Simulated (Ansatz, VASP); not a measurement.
One calculation of BeS, two programs

Contents of INCAR:

```
ALGO     = Normal         # electronic algorithm
EDIFF    = 1E-6           # SCF threshold, eV
ENCUT    = 600            # plane-wave cutoff, eV
GGA_COMPAT= False        
ISIF     = 2              # what is computed and relaxed
ISMEAR   = 0              # smearing method
LASPH    = True           # aspherical terms in the spheres
LCHARG   = True           # write CHGCAR
LELF     = True           # ELF
LREAL    = False          # projectors in reciprocal space
LVHAR    = True         
LWAVE    = False          # write WAVECAR
NBANDS   = 11             # bands
NELM     = 120            # most SCF steps
PREC     = Accurate       # precision mode
SIGMA    = 0.02           # smearing width, eV
```

The input KPOINTS:

```
k-points
0
Gamma
  8 8 8
```

The input POSCAR:

```
BeS
1.0
    0.0000000000      2.3980339714      2.3980339714
    2.3980339714      0.0000000000      2.3980339714
    2.3980339714      2.3980339714      0.0000000000
Be S
1 1
Direct
    0.0000000000      0.0000000000      0.0000000000
    0.2500000000      0.2500000000      0.2500000000
```

Input for Ansatz:

```yaml
crystal:
  lattice:
    - [0.0, 2.3980339714, 2.3980339714]
    - [2.3980339714, 0.0, 2.3980339714]
    - [2.3980339714, 2.3980339714, 0.0]
  atoms:
    - { symbol: Be, position: [0.0, 0.0, 0.0] }
    - { symbol: S, position: [0.25, 0.25, 0.25] }
basis:
  ecutwfc: 420
kpoints:
  mp_grid: { grid: [8, 8, 8] }
  band_path:
    path:
      - [[0.0, 0.0, 0.0], [-0.5, -0.5, 0.0], [-0.375, -0.375, 0.25]]
      - [[-0.375, 0.0, 0.375], [0.0, 0.0, 0.0], [0.0, 0.0, 0.5], [-0.5, -0.25, 0.25], [-0.5, -0.5, 0.0]]
    npoints: 10
hamiltonian:
  xc: lda
  pseudopotentials: { kind: paw, azcp: { folder: soft_1 } }
scf:
  occupations: { method: gaussian, width: 0.02 }
  n_extra_bands: 7
output:
  forces: true
  stress: true
  eigenvalues: true
```

Alike in both runs: task single point; functional LDA; k mesh 8 × 8 × 8; occupations gaussian, width 0.02 eV; no spin polarisation.

```csv
,VASP,Ansatz
version,VASP 6.6.1,Ansatz 0.2.0
potentials or method,"VASP PAW LDA potentials, release 64 (Be, S), cutoff 600 eV","scalar-relativistic, plane waves, PAW"
valence electrons in the cell,8,8
```

|  | VASP | Ansatz | Ansatz less VASP |
| --- | --- | --- | --- |
| gap on the k mesh at the Fermi level (eV) | 2.83 | 2.83 | -0.006 |
| least direct gap on the mesh (eV) | 5.53 | 5.50 | -0.025 |
| pressure (GPa) | 0.1 | 0.0 | -0.09 |

Ansatz warns that its potentials were made for another functional, while VASP's fit it. LDA's correlation is that of Perdew and Zunger in VASP and of Perdew and Wang (1992) in Ansatz.
